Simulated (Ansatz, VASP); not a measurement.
# P: VASP beside Ansatz

```xyz
1
Lattice="4.3567 0.0000 0.0000 0.0000 4.3567 0.0000 0.0000 0.0000 4.4639" Properties=species:S:1:pos:R:3 pbc="T T T"
P     0.0000    0.0000    0.0000
```

Change from the starting cell: volume scaled by 1.06, crystal datasets.

Alike in both runs: task electric field gradients; functional PBEsol; k mesh 10 × 10 × 9; occupations fermi-dirac, width 0.08 eV; no spin polarisation.

```csv
,VASP,Ansatz
version,VASP 6.6.1,Ansatz 0.2.0
potentials or method,"VASP PAW PBE potentials, release 64 (P), cutoff 400 eV","all-electron PAW with datasets made for the crystal, scalar-relativistic"
```

VASP gave:

| Item | Value |
| --- | --- |
| pressure (GPa) | -3.3 |
| traceless stress, the component that is largest in VASP (GPa) | 0.29 |
| size of Vzz on the site where it differs most (V/Å²) | 0.8 |

**Question.** Estimate Ansatz's values.

**Answer.** Pressure (GPa): -3.3; traceless stress, the component that is largest in VASP (GPa): 0.29; size of Vzz on the site where it differs most (V/Å²): 0.7.

VASP's potentials were made for PBE, not for PBEsol. Ansatz ran all-electron here, and VASP with PAW potentials.
